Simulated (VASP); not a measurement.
Here is a VASP 6.6.1 calculation.

The input POSCAR:

```
Hg
1.0
    2.9968799331      0.0000000000      0.0000000000
    0.9995359842      2.8252817824      0.0000000000
    0.9995359842      0.7066258531      2.7354884488
Hg
1
Direct
    0.0000000000      0.0000000000      0.0000000000
```

File INCAR.step1:

```
SYSTEM = Hg
PREC = Accurate ; ENCUT = 520
EDIFF = 1E-6 ; ISMEAR = 1
SIGMA = 0.15 ; LREAL = .False.
LASPH = .True. ; NELM = 150
ALGO = Normal ; ISIF = 2
LWAVE = .False. ; LCHARG = .True.
ISPIN = 2 ; MAGMOM = 0
NUPDOWN = 0.0 ; GGA = RP
IVDW = 12 ; NBANDS = 16
```

File KPOINTS.step1:

```
regular mesh
0
Gamma
  10 10 10
  0 0 0
```

File INCAR.step2:

```
SYSTEM = Hg
PREC = Accurate ; ENCUT = 520
EDIFF = 1E-6 ; ISMEAR = -5
SIGMA = 0.15 ; LREAL = .False.
LASPH = .True. ; NELM = 150
ALGO = Normal ; ISIF = 2
LWAVE = .False. ; LCHARG = .False.
ISPIN = 2 ; MAGMOM = 0
LORBIT = 11 ; NUPDOWN = 0.0
GGA = RP ; IVDW = 12
NBANDS = 16 ; NEDOS = 2001
ICHARG = 11
```

KPOINTS.step2

```
regular mesh
0
Gamma
  15 15 15
  0 0 0
```

Potentials or basis: VASP PAW PBE potentials, release 64 (Hg).

The run is started by

```console
$ cat potpaw_PBE.64/Hg/POTCAR > POTCAR
$ cp INCAR.step1 INCAR
$ cp KPOINTS.step1 KPOINTS
$ mpirun -np 1 vasp_std > vasp.out
$ cp INCAR.step2 INCAR
$ cp KPOINTS.step2 KPOINTS
$ mpirun -np 1 vasp_std > vasp.out
```

Estimate the dispersion energy per atom.

-2.185 eV.

Caveat: the total moment is fixed, so each spin has its own Fermi level.
